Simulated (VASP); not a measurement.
BeSiSb2:

```
Be Sb Si
1.0
     3.91371    0.00000    0.00000
     0.00000    3.91371    0.00000
     0.00000    0.00000   11.06965
Be Sb Si
2 4 2
Direct
  0.50000 0.00000 0.87500
  0.00000 0.50000 0.12500
  0.50000 0.50000 0.00000
  0.00000 0.00000 0.25000
  0.50000 0.50000 0.50000
  0.00000 0.00000 0.75000
  0.50000 0.00000 0.37500
  0.00000 0.50000 0.62500
```

```yaml
Program: VASP 6.6.1
Task: relaxation of cell and atoms
Functional: PBE
Potentials_or_basis: VASP PAW PBE potentials, release 64 (Be, Sb, Si)
Cutoff: 600 eV
k_mesh: 6 × 6 × 2
Occupations: fermi-dirac, width 0.02 eV
Spin: no spin polarisation
```

At the start: pressure 17.0 GPa; volume 21.19 Å³/atom.

Problem. How do energy, volume and symmetry change on relaxing?

Solution. Over 21 steps the energy falls by 270.2 meV/atom and the volume is 25.37 Å³/atom (+19.7 %); space group P-4m2 (No. 115, to 0.1 Å) before and after.

The path:
```
step  energy change (eV)  largest force (eV/Å)  pressure (GPa)  volume (Å³)
   1              0.0000                2.5924           17.00       169.56
   2             -1.4636                0.6907           -4.75       230.95
   3             -1.8482                0.5956           -0.38       207.22
   4             -1.9138                0.5508           -0.29       206.27
   5             -2.0585                0.4110            0.16       203.40
   6             -2.0584                0.5942            1.43       197.58
   7             -2.1079                0.4159            0.77       200.43
   8             -2.1384                0.2388           -0.88       206.08
   9             -2.1417                0.2826           -0.50       204.71
  10             -2.1586                0.1141            0.16       202.18
  11             -2.1586                0.1142            0.16       202.18
  12             -2.1609                0.0195           -0.07       203.22
  13             -2.1609                0.0252           -0.05       203.13
  14             -2.1612                0.0205            0.06       202.77
  15             -2.1612                0.0213            0.06       202.73
  16             -2.1614                0.0166            0.01       202.95
  17             -2.1615                0.0145           -0.02       203.08
  18             -2.1615                0.0079            0.00       203.00
  19             -2.1615                0.0053            0.01       202.96
  20             -2.1615                0.0032            0.03       202.90
  21             -2.1615                0.0038            0.02       202.95
```

Final structure:
```cif
data_structure
_symmetry_space_group_name_H-M 'P 1'
_symmetry_Int_Tables_number 1
_cell_length_a 4.2038
_cell_length_b 4.2038
_cell_length_c 11.4841
_cell_angle_alpha 90.000
_cell_angle_beta 90.000
_cell_angle_gamma 90.000
_cell_volume 202.95
loop_
_atom_site_label
_atom_site_type_symbol
_atom_site_fract_x
_atom_site_fract_y
_atom_site_fract_z
_atom_site_occupancy
Be1 Be 0.50000 0.00000 0.88843 1
Be2 Be 0.00000 0.50000 0.11157 1
Sb1 Sb 0.50000 0.50000 0.00000 1
Sb2 Sb 0.00000 0.00000 0.22204 1
Sb3 Sb 0.50000 0.50000 0.50000 1
Sb4 Sb 0.00000 0.00000 0.77796 1
Si1 Si 0.50000 0.00000 0.36001 1
Si2 Si 0.00000 0.50000 0.63999 1
```

Caveat: the volume moved by over 15 % at a fixed basis, so the end points are rough.
